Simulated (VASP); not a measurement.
# Gd (Im-3m) in VASP: notebook

Gd is run at these levels: PBE; tasks: single point.

Program: VASP 6.6.1. These are calculated values, not measurements. Logs are shortened: lines on timing, memory, paths and dates and some standing lists are left out, and cuts for length are marked.

**1. The cell of the first run**

The structure is cubic, space group Im-3m (No. 229). Conventional cell: a = 4.023 Å, b = 4.023 Å, c = 4.023 Å, α = 90.00°, β = 90.00°, γ = 90.00°. Within 4.6 Å of Gd (site symmetry m-3m) lie 14 Gd at 3.48 to 4.02 Å.

**2. Single point, PBE, collinear spin, ferromagnetic start**

The input, INCAR:

```
SYSTEM = Gd
PREC = Accurate
ENCUT = 520
EDIFF = 1E-6
ISMEAR = -1
SIGMA = 0.05
LREAL = .FALSE.
LASPH = .TRUE.
NELM = 150
ALGO = Normal
ISIF = 2
LWAVE = .FALSE.
LCHARG = .FALSE.
ISPIN = 2
MAGMOM = 7
LORBIT = 11
LMAXMIX = 6
GGA = PE
NBANDS = 19
```

The input, KPOINTS:

```
Automatic mesh
0
G
  9 9 9
  0 0 0
```

The input, POSCAR:

```
Gd
1.0
   -2.0114089865      2.0114089865      2.0114089865
    2.0114089865     -2.0114089865      2.0114089865
    2.0114089865      2.0114089865     -2.0114089865
Gd
1
Direct
    0.0000000000      0.0000000000      0.0000000000
```

Potentials or basis: VASP PAW PBE potentials, release 64 (Gd).

Started as:

```console
$ cat potpaw_PBE.64/Gd/POTCAR > POTCAR
$ mpirun -np 1 vasp_std > vasp.out
```

OUTCAR:

```text
SYSTEM = Gd
   PREC = Accurate
   ENCUT = 520
   EDIFF = 1E-6
   ISMEAR = -1
   LREAL = .FALSE.
   LASPH = .TRUE.
   NELM = 150
   ISIF = 2
   ISPIN = 2
   LORBIT = 11
   GGA = PE

 ion  position               nearest neighbor table
   1  0.000  0.000  0.000-

  LATTYP: Found a body centered cubic cell.
 ALAT       =     4.0228179730

  Lattice vectors:

 A1 = (  -2.0114089865,   2.0114089865,   2.0114089865)
 A2 = (   2.0114089865,  -2.0114089865,   2.0114089865)
 A3 = (   2.0114089865,   2.0114089865,  -2.0114089865)

Analysis of symmetry for initial positions (statically):
=====================================================================
 Subroutine PRICEL returns:
 Original cell was already a primitive cell.

 Routine SETGRP: Setting up the symmetry group for a
 body centered cubic supercell.

 Subroutine GETGRP returns: Found 48 space group operations
 (whereof 48 operations were pure point group operations)
 out of a pool of 48 trial point group operations.

The static configuration has the point symmetry O_h .

Analysis of symmetry for dynamics (positions and initial velocities):
=====================================================================
 Subroutine PRICEL returns:
 Original cell was already a primitive cell.

 Routine SETGRP: Setting up the symmetry group for a
 body centered cubic supercell.

 Subroutine GETGRP returns: Found 48 space group operations
 (whereof 48 operations were pure point group operations)
 out of a pool of 48 trial point group operations.

The dynamic configuration has the point symmetry O_h .

Analysis of structural, dynamic, and magnetic symmetry:
=====================================================================
 Subroutine PRICEL returns:
 Original cell was already a primitive cell.

 Routine SETGRP: Setting up the symmetry group for a
 body centered cubic supercell.

 Subroutine GETGRP returns: Found 48 space group operations
 (whereof 48 operations were pure point group operations)
 out of a pool of 48 trial point group operations.

The overall configuration has the point symmetry O_h .

 Subroutine INISYM returns: Found 48 space group operations
 (whereof 48 operations are pure point group operations),
 and found     1 'primitive' translations

----------------------------------------------------------------------------------------

                                     Primitive cell

  volume of cell :      32.5508

  direct lattice vectors                    reciprocal lattice vectors
    -2.011408987  2.011408987  2.011408987     0.000000000  0.248581966  0.248581966
     2.011408987 -2.011408987  2.011408987     0.248581966  0.000000000  0.248581966
     2.011408987  2.011408987 -2.011408987     0.248581966  0.248581966  0.000000000

  length of vectors
     3.483862559  3.483862559  3.483862559     0.351547987  0.351547987  0.351547987

  position of ions in fractional coordinates (direct lattice)
     0.000000000  0.000000000  0.000000000

  ion indices of the primitive-cell ions
   primitive index   ion index
                 1           1

----------------------------------------------------------------------------------------

 KPOINTS: Automatic mesh

Automatic generation of k-mesh.
 Grid dimensions read from file:
 generate k-points for:    9    9    9

 Generating k-lattice:

  Cartesian coordinates                     Fractional coordinates (reciprocal lattice)
     0.000000000  0.027620218  0.027620218     0.111111111  0.000000000  0.000000000
     0.027620218  0.000000000  0.027620218     0.000000000  0.111111111  0.000000000
     0.027620218  0.027620218  0.000000000     0.000000000  0.000000000  0.111111111

  Length of vectors
     0.039060887  0.039060887  0.039060887

  Shift w.r.t. Gamma in fractional coordinates (k-lattice)
     0.000000000  0.000000000  0.000000000

 Subroutine IBZKPT returns following result:
 ===========================================

 Found     35 irreducible k-points:

 Following reciprocal coordinates:
            Coordinates               Weight
  0.000000  0.000000  0.000000      1.000000
  0.111111  0.000000  0.000000     12.000000
  0.222222  0.000000  0.000000     12.000000
  0.333333  0.000000  0.000000     12.000000
  0.444444  0.000000  0.000000     12.000000
  0.111111  0.111111  0.000000     24.000000
[... 16 lines left out ...]
 -0.333333  0.444444  0.111111     48.000000
 -0.444444 -0.444444  0.111111     24.000000
 [... further k-points ...]
   k-points           NKPTS =     35   k-points in BZ     NKDIM =     35   number of bands    NBANDS=     19
   number of dos      NEDOS =    301   number of ions     NIONS =      1
   total plane-waves  NPLWV =  21952
   dimension x,y,z NGX =    28 NGY =   28 NGZ =   28
   dimension x,y,z NGXF=    56 NGYF=   56 NGZF=   56
   ions per type =               1
   NGX,Y,Z   is equivalent  to a cutoff of  13.36, 13.36, 13.36 a.u.
   NGXF,Y,Z  is equivalent  to a cutoff of  26.72, 26.72, 26.72 a.u.
 SYSTEM =  Gd
   PREC   = accura    normal or accurate (medium, high low for compatibility)
   ISTART =      0    job   : 0-new  1-cont  2-samecut
   ICHARG =      2    charge: 1-file 2-atom 10-const
   ISPIN  =      2    spin polarized calculation?
   LNONCOLLINEAR =      F non collinear calculations
   LSORBIT =      F    spin-orbit coupling
   LASPH  =      T    aspherical Exc in radial PAW
   ENCUT  =  520.0 eV  38.22 Ry    6.18 a.u.   6.48  6.48  6.48*2*pi/ulx,y,z
   NELM   =    150;   NELMIN=  2; NELMDL= -5     # of ELM steps
   EDIFF  = 0.1E-05   stopping-criterion for ELM
   LREAL  =      F    real-space projection
   EDIFFG = 0.1E-04   stopping-criterion for IOM
   NSW    =      0    number of steps for IOM
   IBRION =     -1    ionic relax: 0-MD 1-quasi-New 2-CG
   NFREE  =      0    steps in history (QN), initial steepest desc. (CG)
   ISIF   =      2    stress and relaxation
   ISYM   =      2    0-nonsym 1-usesym 2-fastsym
   POTIM  = 0.5000    time-step for ionic-motion
   TEBEG  =    0.0;   TEEND  =   0.0 temperature during run
   PSTRESS=    0.0 pullay stress
   NELECT =      18.0000    total number of electrons
   NUPDOWN=      -1.0000    fix difference up-down
   EMIN   =  10.00;   EMAX   =-10.00  energy-range for DOS
   EFERMI =   0.00;   METHOD = LEGACY
[... 16 lines left out ...]
 spin polarized calculation
  energy-cutoff  :      520.00
  volume of cell :       32.55
 maximum number of plane-waves:       903
 NGX is ok and might be reduce to    28
   NGX = 13   NGY = 13   NGZ = 13

 number of electron      18.0000002 magnetization       7.5928408

 Free energy of the ion-electron system (eV)
  ---------------------------------------------------
  ext. energy  EPLUGINS =         0.00000000
  ---------------------------------------------------
  free energy    TOTEN  =       -11.62153534 eV

  energy without entropy =      -11.60739523  energy(sigma->0) =      -11.61446529

 E-fermi :   3.0727     XC(G=0): -10.0485

 val. band max:        3.0663990161   @ k =  -0.4444   0.4444   0.2222
 cond. band min:       3.0819094238   @ k =   0.3333   0.0000   0.0000
 fundamental gap:      0.0155104077
 Fermi energy:         3.0726501079

 spin component 1

 k-point     1 :       0.0000    0.0000    0.0000
  band No.  band energies     occupation
      1     -42.2217      1.00000
      2     -19.2255      1.00000
      3     -19.2255      1.00000
      4     -19.2255      1.00000
      5      -2.0347      1.00000
      6      -1.8432      1.00000
[... 11 lines left out ...]
     18      13.5554      0.00000
     19      13.5554      0.00000

 k-point     2 :       0.1111    0.0000    0.0000
  band No.  band energies     occupation
      1     -42.2133      1.00000
      2     -19.3176      1.00000
      3     -19.2541      1.00000
      4     -19.2260      1.00000
      5      -1.8387      1.00000
      6      -1.8347      1.00000
[... 11 lines left out ...]
     18      13.8666      0.00000
     19      14.1868      0.00000

 k-point     3 :       0.2222    0.0000    0.0000
  band No.  band energies     occupation
      1     -42.1920      1.00000
      2     -19.5428      1.00000
      3     -19.3255      1.00000
      4     -19.2272      1.00000
      5      -1.8303      1.00000
      6      -1.8103      1.00000
[... 11 lines left out ...]
     18      13.9527      0.00000
     19      15.1675      0.00000

 k-point     4 :       0.3333    0.0000    0.0000
  band No.  band energies     occupation
      1     -42.1676      1.00000
      2     -19.7868      1.00000
      3     -19.4052      1.00000
      4     -19.2286      1.00000
      5      -1.8276      1.00000
      6      -1.7918      1.00000
[... 407 lines left out ...]
     18      11.6900      0.00000
     19      12.9416      0.00000

 k-point    23 :      -0.3333    0.4444    0.1111
  band No.  band energies     occupation
      1     -42.1440      1.00000
      2     -19.8306      1.00000
      3     -19.5375      1.00000
      4     -19.3436      1.00000
      5      -1.8195      1.00000
      6      -1.8101      1.00000
[... 11 lines left out ...]
     18      11.9553      0.00000
     19      14.3149      0.00000

 k-point    24 :      -0.4444   -0.4444    0.1111
  band No.  band energies     occupation
      1     -42.1364      1.00000
      2     -19.8855      1.00000
      3     -19.5755      1.00000
      4     -19.3430      1.00000
      5      -1.8290      1.00000
      6      -1.8125      1.00000
[... 11 lines left out ...]
     18      10.8623      0.00000
     19      13.3285      0.00000

 [... further k-points ...]

 spin component 2

 k-point     1 :       0.0000    0.0000    0.0000
  band No.  band energies     occupation
      1     -38.9824      1.00000
      2     -16.8234      1.00000
      3     -16.8234      1.00000
      4     -16.8234      1.00000
      5      -1.1696      1.00000
      6       3.4432      0.00060
[... 11 lines left out ...]
     18      14.4863      0.00000
     19      14.4863      0.00000

 k-point     2 :       0.1111    0.0000    0.0000
  band No.  band energies     occupation
      1     -38.9719      1.00000
      2     -16.9362      1.00000
      3     -16.8571      1.00000
      4     -16.8245      1.00000
      5      -0.7979      1.00000
      6       3.4221      0.00092
[... 11 lines left out ...]
     18      14.8150      0.00000
     19      15.1209      0.00000

 k-point     3 :       0.2222    0.0000    0.0000
  band No.  band energies     occupation
      1     -38.9452      1.00000
      2     -17.2097      1.00000
      3     -16.9411      1.00000
      4     -16.8271      1.00000
      5       0.1558      1.00000
      6       3.3706      0.00257
[... 11 lines left out ...]
     18      14.9630      0.00000
     19      16.3890      0.00000

 k-point     4 :       0.3333    0.0000    0.0000
  band No.  band energies     occupation
      1     -38.9146      1.00000
      2     -17.5025      1.00000
      3     -17.0344      1.00000
      4     -16.8302      1.00000
      5       1.1292      1.00000
      6       3.4056      0.00128
[... 407 lines left out ...]
     18      13.0755      0.00000
     19      13.9842      0.00000

 k-point    23 :      -0.3333    0.4444    0.1111
  band No.  band energies     occupation
      1     -38.8853      1.00000
      2     -17.5519      1.00000
      3     -17.1940      1.00000
      4     -16.9650      1.00000
      5       2.1551      1.00000
      6       3.1512      0.17213
[... 11 lines left out ...]
     18      13.2458      0.00000
     19      15.5281      0.00000

 k-point    24 :      -0.4444   -0.4444    0.1111
  band No.  band energies     occupation
      1     -38.8758      1.00000
      2     -17.6162      1.00000
      3     -17.2391      1.00000
      4     -16.9645      1.00000
      5       2.2609      1.00000
      6       3.3625      0.00303
[... 11 lines left out ...]
     18      12.3021      0.00000
     19      14.6173      0.00000

 [... further k-points ...]
[... 5 lines left out ...]
  --------------------------------------------------------------------------------------
  -------------------------------------------------------------------------------------
  Total        0.1346585      0.1346585      0.1346585      0.0000000      0.0000000      0.0000000
  in kB        6.6280092      6.6280092      6.6280092      0.0000000      0.0000000      0.0000000
  external PRESSURE =       6.6280092 kB  Pullay stress =       0.0000000 kB

 VOLUME and BASIS-vectors are now :
 -----------------------------------------------------------------------------
  energy-cutoff  :      520.00
  volume of cell :       32.55
      direct lattice vectors                 reciprocal lattice vectors
    -2.011408987  2.011408987  2.011408987     0.000000000  0.248581966  0.248581966
     2.011408987 -2.011408987  2.011408987     0.248581966  0.000000000  0.248581966
     2.011408987  2.011408987 -2.011408987     0.248581966  0.248581966  0.000000000

 POSITION                                       TOTAL-FORCE (eV/Angst)
 -----------------------------------------------------------------------------------
      0.00000      0.00000      0.00000         0.000000      0.000000      0.000000
 -----------------------------------------------------------------------------------
    total drift:                                0.000000     -0.000000     -0.000000

  FREE ENERGIE OF THE ION-ELECTRON SYSTEM (eV)
  ---------------------------------------------------
  free  energy   TOTEN  =       -11.6215353433 eV

  energy  without entropy=      -11.6073952314  energy(sigma->0) =      -11.61446529

 total charge

# of ion       s       p       d       f       tot
--------------------------------------------------
    1        2.073   5.560   0.595   6.981  15.208

 magnetization (x)

# of ion       s       p       d       f       tot
--------------------------------------------------
    1        0.002  -0.059   0.233   6.819   6.995
```

Run time: 58 s. Hardware: 1 thread of Intel Xeon 6975P-C (Granite Rapids), shared host; peak memory 0.2 GiB.

What came out:

```yaml
Free_energy: -11.6215 eV
Pressure: 0.7 GPa
Net_moment: 7.59 μB per cell
Site_moments: Gd +7.00 μB
Valence_electrons_inside_the_program's_atomic_spheres: Gd 15.21
```

Caveat: spin-orbit coupling is left out, which moves the levels of the heavy elements. The state reached can hang on the start; a lower one may exist.

**3. Single point, PBE, collinear spin, ferromagnetic start**

This run uses another cell than the first one, of 33.22 Å³/atom, 1.020 times its volume.

The input, INCAR:

```
SYSTEM = Gd
ALGO = Fast ; EDIFF = 1E-6
ENCUT = 520 ; GGA = PE
ISIF = 2 ; ISMEAR = -1
ISPIN = 2 ; LASPH = .True.
LCHARG = .False. ; LMAXMIX = 6
LORBIT = 11 ; LREAL = .False.
LWAVE = .False. ; MAGMOM = 7
NBANDS = 19 ; NELM = 150
PREC = Accurate ; SIGMA = 0.05
```

The input, KPOINTS:

```
k-points
0
Gamma
  9 9 9
  0 0 0
```

The input, POSCAR:

```
Gd
1.0
   -2.0250000000      2.0250000000      2.0250000000
    2.0250000000     -2.0250000000      2.0250000000
    2.0250000000      2.0250000000     -2.0250000000
Gd
1
Direct
    0.0000000000      0.0000000000      0.0000000000
```

Potentials or basis: VASP PAW PBE potentials, release 64 (Gd).

Started as:

```console
$ cat potpaw_PBE.64/Gd/POTCAR > POTCAR
$ mpirun -np 1 vasp_std > vasp.out
```

Run time: 95 s. Hardware: 1 thread of Intel Xeon 6975P-C (Granite Rapids), shared host; peak memory 0.2 GiB.

Results (log left out):

- Free energy: -11.6230 eV
- Pressure: 0.1 GPa
- Net moment: 7.60 μB per cell
- Site moments: Gd +6.99 μB
- Valence electrons inside the program's atomic spheres: Gd 15.20

Levels at points of the mesh, in eV from the Fermi level:
Spin up:
```
           k point  band 10  band 11  band 12  band 13  band 14  band 15  band 16  band 17
(0.00, 0.00, 0.00)    -4.81    -4.81    -4.79     1.29     1.29     1.29     3.51     3.51
```
Spin down:
```csv
k point,band 3,band 4,band 5,band 6,band 7,band 8
"(0.00, 0.00, 0.00)",-19.95,-19.95,-4.21,0.35,0.35,0.35
```

Caveat: spin-orbit coupling is left out, which moves the levels of the heavy elements. The state reached can hang on the start; a lower one may exist.

**4. Single point, PBE, collinear spin, ferromagnetic start**

This run uses another cell than the first one, of 33.88 Å³/atom, 1.041 times its volume.

The input, INCAR:

```
SYSTEM = Gd
PREC = Accurate
ENCUT = 520
EDIFF = 1E-6
ISMEAR = -1
SIGMA = 0.05
LREAL = .False.
LASPH = .True.
NELM = 150
ALGO = Normal
ISIF = 2
LWAVE = .False.
LCHARG = .False.
ISPIN = 2
MAGMOM = 7
LORBIT = 11
LMAXMIX = 6
GGA = PE
NBANDS = 19
```

The input, KPOINTS:

```
regular mesh
0
Gamma
  9 9 9
  0 0 0
```

The input, POSCAR:

```
Gd
1.0
   -2.0384109869      2.0384109869      2.0384109869
    2.0384109869     -2.0384109869      2.0384109869
    2.0384109869      2.0384109869     -2.0384109869
Gd
1
Direct
    0.0000000000      0.0000000000      0.0000000000
```

Started as:

```console
$ cat potpaw_PBE.64/Gd/POTCAR > POTCAR
$ mpirun -np 1 vasp_std > vasp.out
```

Run time: 56 s. Hardware: 1 thread of Intel Xeon 6975P-C (Granite Rapids), shared host; peak memory 0.2 GiB.

It converged, with:

```
Free energy                                           : -11.6217 eV
Pressure                                              : -1.1 GPa
Net moment                                            : 7.61 μB per cell
Site moments                                          : Gd +6.99 μB
Valence electrons inside the program's atomic spheres : Gd 15.19
```

Levels at points of the mesh, in eV from the Fermi level:
Spin up:
| k point | band 10 | band 11 | band 12 | band 13 | band 14 | band 15 | band 16 | band 17 |
| --- | --- | --- | --- | --- | --- | --- | --- | --- |
| (0.00, 0.00, 0.00) | -4.84 | -4.84 | -4.82 | 1.27 | 1.27 | 1.27 | 3.45 | 3.45 |
Spin down:
```tsv
k point	band 1	band 2	band 3	band 4	band 5	band 6	band 7	band 8	band 9	band 10
(0.00, 0.00, 0.00)	-42.11	-20.00	-20.00	-20.00	-4.18	0.33	0.33	0.33	0.62	0.62
```

Caveat: spin-orbit coupling is left out, which moves the levels of the heavy elements. The state reached can hang on the start; a lower one may exist.

**5. Single point, PBE, collinear spin, ferromagnetic start**

This run uses another cell than the first one, of 34.54 Å³/atom, 1.061 times its volume.

The input, INCAR:

```
PREC = Accurate
ENCUT = 520
EDIFF = 1E-6
ISMEAR = -1
SIGMA = 0.05
LREAL = False
LASPH = True
NELM = 150
ALGO = Normal
ISIF = 2
LWAVE = False
LCHARG = False
ISPIN = 2
MAGMOM = 7
LORBIT = 11
LMAXMIX = 6
GGA = PE
NBANDS = 19
```

The input, KPOINTS:

```
Automatic mesh
0
Gamma
  9 9 9
```

The input, POSCAR:

```
Gd
1.0
   -2.0516477927      2.0516477927      2.0516477927
    2.0516477927     -2.0516477927      2.0516477927
    2.0516477927      2.0516477927     -2.0516477927
Gd
1
Direct
    0.0000000000      0.0000000000      0.0000000000
```

Started as:

```console
$ cat potpaw_PBE.64/Gd/POTCAR > POTCAR
$ mpirun -np 1 vasp_std > vasp.out
```

Wall time 52 s (1 thread of Intel Xeon 6975P-C (Granite Rapids), shared host); peak memory 0.2 GiB.

Results (log left out):

```yaml
Free_energy: -11.6180 eV
Pressure: -1.4 GPa
Net_moment: 7.62 μB per cell
Site_moments: Gd +6.99 μB
Valence_electrons_inside_the_program's_atomic_spheres: Gd 15.18
```

Levels at points of the mesh, in eV from the Fermi level:
Spin up:
```
           k point  band 11  band 12  band 13  band 14  band 15  band 16
(0.00, 0.00, 0.00)    -4.87    -4.84     1.26     1.26     1.26     3.40
```
Spin down:
```csv
k point,band 1,band 2,band 3,band 4,band 5,band 6,band 7,band 8,band 9,band 10
"(0.00, 0.00, 0.00)",-42.14,-20.04,-20.04,-20.04,-4.15,0.31,0.31,0.31,0.59,0.59
```

Caveat: spin-orbit coupling is left out, which moves the levels of the heavy elements. The state reached can hang on the start; a lower one may exist.

**6. Overview**

| cell | gap on the mesh (eV) | pressure (GPa) | moment (μB) |
| --- | --- | --- | --- |
| a = 3.484 Å, angles 109.5°, 1 atom | none | 0.7 | 7.59 |
| a = 3.507 Å, angles 109.5°, 1 atom | none | 0.1 | 7.60 |
| a = 3.531 Å, angles 109.5°, 1 atom | none | -1.1 | 7.61 |
| a = 3.554 Å, angles 109.5°, 1 atom | none | -1.4 | 7.62 |

Alike in all rows: task single point; level PBE; potentials or basis VASP PAW PBE potentials, release 64 (Gd); spin collinear, ferromagnetic start; k mesh 9 × 9 × 9; cutoff (eV) 520; smearing fermi-dirac 0.05 eV.

Caveats: spin-orbit coupling is left out, which moves the levels of the heavy elements.

Total energies depend on the potentials used, so only differences within one code and one set of settings carry meaning.
